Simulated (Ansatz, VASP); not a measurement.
# Cs in VASP and in Ansatz

File INCAR:

```
ALGO = Normal
EDIFF = 1E-6
ENCUT = 500
GGA = PE
GGA_COMPAT = False
ISIF = 2
ISMEAR = 0
LASPH = True
LCHARG = False
LREAL = False
LWAVE = False
NBANDS = 16
NELM = 120
PREC = Accurate
SIGMA = 0.1
```

The input KPOINTS:

```
k-points
0
Gamma
  9 9 6
```

Contents of POSCAR:

```
Cs
1.0
    5.1241179686      0.0000000000      0.0000000000
   -2.5620589843      4.4376163327      0.0000000000
    0.0000000000      0.0000000000      8.6880519370
Cs
2
Direct
    0.3333333300      0.6666666700      0.2500000000
    0.6666666700      0.3333333300      0.7500000000
```

Input for Ansatz:

```yaml
crystal:
  lattice:
    - [5.1241179686, 0.0, 0.0]
    - [-2.5620589843, 4.4376163327, 0.0]
    - [0.0, 0.0, 8.688051937]
  atoms:
    - { symbol: Cs, position: [0.33333333, 0.66666667, 0.25] }
    - { symbol: Cs, position: [0.66666667, 0.33333333, 0.75] }
basis:
  ecutwfc: 420
kpoints:
  mp_grid: { grid: [9, 9, 6] }
hamiltonian:
  xc: pbe
scf:
  occupations: { method: gaussian, width: 0.1 }
output:
  forces: true
  stress: true
  eigenvalues: true
```

Alike in both runs: task single point; functional PBE; k mesh 9 × 9 × 6; occupations gaussian, width 0.1 eV; no spin polarisation.

|  | VASP | Ansatz |
| --- | --- | --- |
| version | VASP 6.6.1 | Ansatz 0.2.0 |
| potentials or method | VASP PAW PBE potentials, release 64 (Cs_sv), cutoff 500 eV | scalar-relativistic, plane waves, PAW |
| valence electrons in the cell | 18 | 18 |

```csv
,VASP,Ansatz,Ansatz less VASP
gap on the k mesh at the Fermi level (eV),none,none,-
pressure (GPa),0.4,0.4,+0.01
"traceless stress, the component that is largest in VASP (GPa)",-0.09,-0.09,+0.001
```

A gap of «none» marks a metal or a gap that the smearing closes.

Spin-orbit coupling is off throughout.
